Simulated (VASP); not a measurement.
# Te (P6/mmm) in VASP: notebook

The runs below take Te through single point, with PBE.

Everything below comes from runs of VASP 6.6.1. Logs are shortened: lines on timing, memory, paths and dates and some standing lists are left out, and cuts for length are marked.

## Step 1: The cell of the first run

The structure is hexagonal, space group P6/mmm (No. 191). The conventional cell has a = 4.140 Å, b = 4.140 Å, c = 2.460 Å, α = 90.00°, β = 90.00°, γ = 120.00°. Within 3.2 Å of Te (site symmetry 6/mmm) lie 14 Te at 2.46 to 2.69 Å. Within 3.2 Å of Te (site symmetry -6m2) lie 11 Te at 2.39 to 2.69 Å.

This isn't the form of Te at room conditions, which is trigonal, of chains.

## Step 2: Single point, PBE

File INCAR:

```
ALGO = Normal ; EDIFF = 1E-6
ENCUT = 520 ; GGA = PE
ISIF = 2 ; ISMEAR = -1
LASPH = True ; LCHARG = False
LREAL = False ; LWAVE = False
NBANDS = 16 ; NELM = 100
PREC = Accurate ; SIGMA = 0.08
```

File KPOINTS:

```
k-points
0
Gamma
  9 9 12
```

File POSCAR:

```
Te
1.0
    4.1399452494      0.0000000000      0.0000000000
   -2.0699726247      3.5852977563      0.0000000000
    0.0000000000      0.0000000000      2.4599719059
Te
3
Direct
    0.0000000000      0.0000000000      0.0000000000
    0.3333333333      0.6666666667      0.5000000000
    0.6666666667      0.3333333333      0.5000000000
```

Potentials or basis: VASP PAW PBE potentials, release 64 (Te).

Launch:

```sh
> cat potpaw_PBE.64/Te/POTCAR > POTCAR
> mpirun -np 1 vasp_std > vasp.out
```

OUTCAR:

```text
EDIFF = 1E-6
   ENCUT = 520
   GGA = PE
   ISIF = 2
   ISMEAR = -1
   LASPH = True
   LREAL = False
   NELM = 100
   PREC = Accurate

 ion  position               nearest neighbor table
   1  0.000  0.000  0.000-   2 2.69   3 2.69   2 2.69   3 2.69   3 2.69   3 2.69   2 2.69   2 2.69
                             3 2.69   3 2.69   2 2.69   2 2.69
   2  0.333  0.667  0.500-   3 2.39   3 2.39   3 2.39   1 2.69   1 2.69   1 2.69   1 2.69   1 2.69
                             1 2.69   3 3.43   3 3.43   3 3.43   3 3.43   3 3.43   3 3.43
   3  0.667  0.333  0.500-   2 2.39   2 2.39   2 2.39   1 2.69   1 2.69   1 2.69   1 2.69   1 2.69
                             1 2.69   2 3.43   2 3.43   2 3.43   2 3.43   2 3.43   2 3.43

  LATTYP: Found a hexagonal cell.
 ALAT       =     4.1399452494
 C/A-ratio  =     0.5942039708

  Lattice vectors:

 A1 = (   4.1399452494,   0.0000000000,   0.0000000000)
 A2 = (  -2.0699726247,   3.5852977563,   0.0000000000)
 A3 = (   0.0000000000,   0.0000000000,   2.4599719059)

Analysis of symmetry for initial positions (statically):
=====================================================================
 Subroutine PRICEL returns:
 Original cell was already a primitive cell.

 Routine SETGRP: Setting up the symmetry group for a
 hexagonal supercell.

 Subroutine GETGRP returns: Found 24 space group operations
 (whereof 24 operations were pure point group operations)
 out of a pool of 24 trial point group operations.

The static configuration has the point symmetry D_6h.

Analysis of symmetry for dynamics (positions and initial velocities):
=====================================================================
 Subroutine PRICEL returns:
 Original cell was already a primitive cell.

 Routine SETGRP: Setting up the symmetry group for a
 hexagonal supercell.

 Subroutine GETGRP returns: Found 24 space group operations
 (whereof 24 operations were pure point group operations)
 out of a pool of 24 trial point group operations.

The dynamic configuration has the point symmetry D_6h.

 Subroutine INISYM returns: Found 24 space group operations
 (whereof 24 operations are pure point group operations),
 and found     1 'primitive' translations

----------------------------------------------------------------------------------------

                                     Primitive cell

  volume of cell :      36.5132

  direct lattice vectors                    reciprocal lattice vectors
     4.139945249  0.000000000  0.000000000     0.241549088  0.139458431  0.000000000
    -2.069972625  3.585297756  0.000000000     0.000000000  0.278916862  0.000000000
     0.000000000  0.000000000  2.459971906     0.000000000  0.000000000  0.406508708

  length of vectors
     4.139945249  4.139945249  2.459971906     0.278916862  0.278916862  0.406508708

  position of ions in fractional coordinates (direct lattice)
     0.000000000  0.000000000  0.000000000
     0.333333333  0.666666667  0.500000000
     0.666666667  0.333333333  0.500000000

  ion indices of the primitive-cell ions
   primitive index   ion index
                 1           1
                 2           2
                 3           3

----------------------------------------------------------------------------------------

 KPOINTS: k-points

Automatic generation of k-mesh.
 Grid dimensions read from file:
 generate k-points for:    9    9   12

 Generating k-lattice:

  Cartesian coordinates                     Fractional coordinates (reciprocal lattice)
     0.026838788  0.015495381  0.000000000     0.111111111 -0.000000000  0.000000000
     0.000000000  0.030990762  0.000000000     0.000000000  0.111111111  0.000000000
     0.000000000  0.000000000  0.033875726     0.000000000  0.000000000  0.083333333

  Length of vectors
     0.030990762  0.030990762  0.033875726

  Shift w.r.t. Gamma in fractional coordinates (k-lattice)
     0.000000000  0.000000000  0.000000000

 Subroutine IBZKPT returns following result:
 ===========================================

 Found     84 irreducible k-points:

 Following reciprocal coordinates:
            Coordinates               Weight
  0.000000  0.000000  0.000000      1.000000
  0.111111  0.000000  0.000000      6.000000
  0.222222 -0.000000  0.000000      6.000000
  0.333333 -0.000000  0.000000      6.000000
  0.444444 -0.000000  0.000000      6.000000
  0.111111  0.111111  0.000000      6.000000
[... 16 lines left out ...]
  0.333333  0.222222  0.083333     24.000000
  0.333333  0.333333  0.083333      4.000000
 [... further k-points ...]
   k-points           NKPTS =     84   k-points in BZ     NKDIM =     84   number of bands    NBANDS=     16
   number of dos      NEDOS =    301   number of ions     NIONS =      3
   total plane-waves  NPLWV =  18432
   dimension x,y,z NGX =    32 NGY =   32 NGZ =   18
   dimension x,y,z NGXF=    64 NGYF=   64 NGZF=   36
   ions per type =               3
   NGX,Y,Z   is equivalent  to a cutoff of  12.85, 12.85, 12.16 a.u.
   NGXF,Y,Z  is equivalent  to a cutoff of  25.70, 25.70, 24.33 a.u.
 SYSTEM =  unknown system
   PREC   = accura    normal or accurate (medium, high low for compatibility)
   ISTART =      0    job   : 0-new  1-cont  2-samecut
   ICHARG =      2    charge: 1-file 2-atom 10-const
   ISPIN  =      1    spin polarized calculation?
   LNONCOLLINEAR =      F non collinear calculations
   LSORBIT =      F    spin-orbit coupling
   LASPH  =      T    aspherical Exc in radial PAW
   ENCUT  =  520.0 eV  38.22 Ry    6.18 a.u.   7.70  7.70  4.57*2*pi/ulx,y,z
   NELM   =    100;   NELMIN=  2; NELMDL= -5     # of ELM steps
   EDIFF  = 0.1E-05   stopping-criterion for ELM
   LREAL  =      F    real-space projection
   EDIFFG = 0.1E-04   stopping-criterion for IOM
   NSW    =      0    number of steps for IOM
   IBRION =     -1    ionic relax: 0-MD 1-quasi-New 2-CG
   NFREE  =      0    steps in history (QN), initial steepest desc. (CG)
   ISIF   =      2    stress and relaxation
   ISYM   =      2    0-nonsym 1-usesym 2-fastsym
   POTIM  = 0.5000    time-step for ionic-motion
   TEBEG  =    0.0;   TEEND  =   0.0 temperature during run
   PSTRESS=    0.0 pullay stress
   NELECT =      18.0000    total number of electrons
   NUPDOWN=      -1.0000    fix difference up-down
   EMIN   =  10.00;   EMAX   =-10.00  energy-range for DOS
   EFERMI =   0.00;   METHOD = LEGACY
   ISMEAR =    -1;   SIGMA  =   0.08  broadening in eV -4-tet -1-fermi 0-gaus
   EFERMI_NEDOS =   21; number of points for ismear=-14 and -15
   IALGO  =     38    algorithm
   IMIX   =      4    mixing-type and parameters
     AMIX     =   0.40;   BMIX     =  1.00
     AMIX_MAG =   1.60;   BMIX_MAG =  1.00
  volume/ion in A,a.u.               =      12.17        82.13
  Fermi-wavevector in a.u.,A,eV,Ry     =   1.293250  2.443887 22.755668  1.672494
  Thomas-Fermi vector in A             =   2.424907
   LORBIT       =      0    0 simple, 1 ext, 2 COOP (PROOUT), +10 PAW based schemes
   GGA     = PE    functional components
   LHFCALC =     F    Hartree Fock is set to
   AEXX    =    0.0000 exact exchange contribution
   IVDW    =     0    specifies the selected vdW correction
   LEPSILON=     F    determine dielectric tensor
   LRPA    =     F    only Hartree local field effects (RPA)
 non-spin polarized calculation
  energy-cutoff  :      520.00
  volume of cell :       36.51
 maximum number of plane-waves:      1006
 NGX is ok and might be reduce to    32
   NGX = 15   NGY = 15   NGZ =  9

 number of electron      17.9999999 magnetization

 Free energy of the ion-electron system (eV)
  ---------------------------------------------------
  ext. energy  EPLUGINS =         0.00000000
  ---------------------------------------------------
  free energy    TOTEN  =        15.89992496 eV

  energy without entropy =       15.93069311  energy(sigma->0) =       15.91530904

 E-fermi :  25.3675     XC(G=0): -14.2249

 val. band max:       25.3459735285   @ k =   0.2222   0.2222   0.2500
 cond. band min:      25.3912551330   @ k =   0.4444  -0.0000   0.3333
 fundamental gap:      0.0452816045
 Fermi energy:        25.3674899279

 k-point     1 :       0.0000    0.0000    0.0000
  band No.  band energies     occupation
      1       0.3381      2.00000
      2      12.7848      2.00000
      3      12.8182      2.00000
      4      13.7548      2.00000
      5      13.7548      2.00000
      6      14.0761      2.00000
[... 8 lines left out ...]
     15      37.2043      0.00000
     16      37.2079      0.00000

 k-point     2 :       0.1111    0.0000    0.0000
  band No.  band energies     occupation
      1       0.4987      2.00000
      2      10.7444      2.00000
      3      11.9315      2.00000
      4      12.5084      2.00000
      5      14.7139      2.00000
      6      15.6193      2.00000
[... 8 lines left out ...]
     15      35.5916      0.00000
     16      36.1348      0.00000

 k-point     3 :       0.2222   -0.0000    0.0000
  band No.  band energies     occupation
      1       0.9817      2.00000
      2       8.3283      2.00000
      3      11.1047      2.00000
      4      11.4372      2.00000
      5      16.5124      2.00000
      6      17.5772      2.00000
[... 8 lines left out ...]
     15      34.8919      0.00000
     16      35.4201      0.00000

 k-point     4 :       0.3333   -0.0000    0.0000
  band No.  band energies     occupation
      1       1.7898      2.00000
      2       6.2035      2.00000
      3      10.5554      2.00000
      4      10.7087      2.00000
      5      18.6761      2.00000
      6      19.7721      2.00000
[... 8 lines left out ...]
     15      34.0068      0.00000
     16      35.4379      0.00000
[... 324 lines left out ...]
 k-point    22 :       0.2222    0.2222    0.0833
  band No.  band energies     occupation
      1       2.4680      2.00000
      2       6.8105      2.00000
      3       6.9684      2.00000
      4      15.5549      2.00000
      5      15.7499      2.00000
      6      23.5891      2.00000
[... 8 lines left out ...]
     15      34.5718      0.00000
     16      34.5861      0.00000

 k-point    23 :       0.3333    0.2222    0.0833
  band No.  band energies     occupation
      1       3.6053      2.00000
      2       5.0842      2.00000
      3       6.5682      2.00000
      4      15.3518      2.00000
      5      18.1921      2.00000
      6      20.9854      2.00000
[... 8 lines left out ...]
     15      33.8664      0.00000
     16      34.2288      0.00000

 k-point    24 :       0.3333    0.3333    0.0833
  band No.  band energies     occupation
      1       4.8398      2.00000
      2       4.8398      2.00000
      3       5.0829      2.00000
      4      17.8874      2.00000
      5      18.1337      2.00000
      6      18.1337      2.00000
[... 8 lines left out ...]
     15      32.2905      0.00000
     16      34.4720      0.00000

 [... further k-points ...]

------------------------ aborting loop because EDIFF is reached ----------------------------------------

  FORCE on cell =-STRESS in cart. coord.  units (eV):
  Direction    XX          YY          ZZ          XY          YZ          ZX
  --------------------------------------------------------------------------------------
  -------------------------------------------------------------------------------------
  Total       78.7905440     78.7905440     78.8693780      0.0000000      0.0000000      0.0000000
  in kB     3457.2812191   3457.2812192   3460.7404091      0.0000000      0.0000000      0.0000000
  external PRESSURE =    3458.4342825 kB  Pullay stress =       0.0000000 kB

 VOLUME and BASIS-vectors are now :
 -----------------------------------------------------------------------------
  energy-cutoff  :      520.00
  volume of cell :       36.51
      direct lattice vectors                 reciprocal lattice vectors
     4.139945249  0.000000000  0.000000000     0.241549088  0.139458431  0.000000000
    -2.069972625  3.585297756  0.000000000     0.000000000  0.278916862  0.000000000
     0.000000000  0.000000000  2.459971906     0.000000000  0.000000000  0.406508708

 POSITION                                       TOTAL-FORCE (eV/Angst)
 -----------------------------------------------------------------------------------
      0.00000      0.00000      0.00000        -0.000000      0.000000      0.000000
     -0.00000      2.39020      1.22999        -0.000000      0.000000     -0.000000
      2.06997      1.19510      1.22999         0.000000     -0.000000      0.000000
 -----------------------------------------------------------------------------------
    total drift:                               -0.000000      0.000000     -0.000000

  FREE ENERGIE OF THE ION-ELECTRON SYSTEM (eV)
  ---------------------------------------------------
  free  energy   TOTEN  =        15.8999249631 eV

  energy  without entropy=       15.9306931103  energy(sigma->0) =       15.91530904
```

It took 25 s on 1 thread of AMD EPYC 9R45 (Zen 5), shared host; peak memory 0.14 GiB.

What came out:

```yaml
Free_energy: 15.8999 eV
Pressure: 345.8 GPa
Band_gap_on_the_k_mesh: zero (bands 9 and 10 overlap by 11.53 eV)
```

Stress tensor (GPa, compression positive):
```
345.73   0.00   0.00
  0.00 345.73   0.00
  0.00   0.00 346.07
```

Caveat: the cell stands under pressure; spin-orbit coupling is left out, which moves the levels of the heavy elements.

## Step 3: Single point, PBE

File INCAR:

```
SYSTEM = Te
  PREC = Accurate
  ENCUT = 520
  EDIFF = 1E-6
  ISMEAR = -1
  SIGMA = 0.08
  LREAL = .False.
  LASPH = .True.
  NELM = 60
  ALGO = Normal
  ISIF = 2
  LWAVE = .False.
  LCHARG = .False.
  GGA = PE
  NBANDS = 16
```

File KPOINTS:

```
Automatic mesh
0
Gamma
  9 9 12
  0 0 0
```

File POSCAR:

```
Te
1.0
    4.1396074903      0.0000000000      0.0000000000
   -2.0698037451      3.5850052483      0.0000000000
    0.0000000000      0.0000000000      2.4597501642
Te
3
Direct
    0.0000000000      0.0000000000      0.0000000000
    0.3333333333      0.6666666667      0.5000000000
    0.6666666667      0.3333333333      0.5000000000
```

Potentials or basis: VASP PAW PBE potentials, release 64 (Te).

Launch:

```sh
> cat potpaw_PBE.64/Te/POTCAR > POTCAR
> mpirun -np 1 vasp_std > vasp.out
```

It took 24 s on 1 thread of AMD EPYC 9R45 (Zen 5), shared host; peak memory 0.14 GiB.

Results (log left out):

| Property | Result |
| --- | --- |
| Free energy | 15.9199 eV |
| Pressure | 346.1 GPa |
| Band gap on the k mesh | zero (bands 9 and 10 overlap by 11.53 eV) |

Stress tensor (GPa, compression positive):
```
346.03   0.00   0.00
  0.00 346.03   0.00
  0.00   0.00 346.38
```

Levels at points of the mesh, in eV from the Fermi level:
| k point | band 5 | band 6 | band 7 | band 8 | band 9 | band 10 | band 11 | band 12 | band 13 | band 14 |
| --- | --- | --- | --- | --- | --- | --- | --- | --- | --- | --- |
| (0.00, 0.00, 0.00) | -11.62 | -11.29 | -11.29 | -0.37 | 5.09 | 8.79 | 9.45 | 9.45 | 10.77 | 10.77 |
| (0.00, 0.00, 0.50) | -7.50 | -7.08 | -5.26 | -5.13 | -5.13 | -4.38 | -3.59 | -3.59 | -1.16 | -1.16 |

Caveat: the cell stands under pressure; spin-orbit coupling is left out, which moves the levels of the heavy elements.
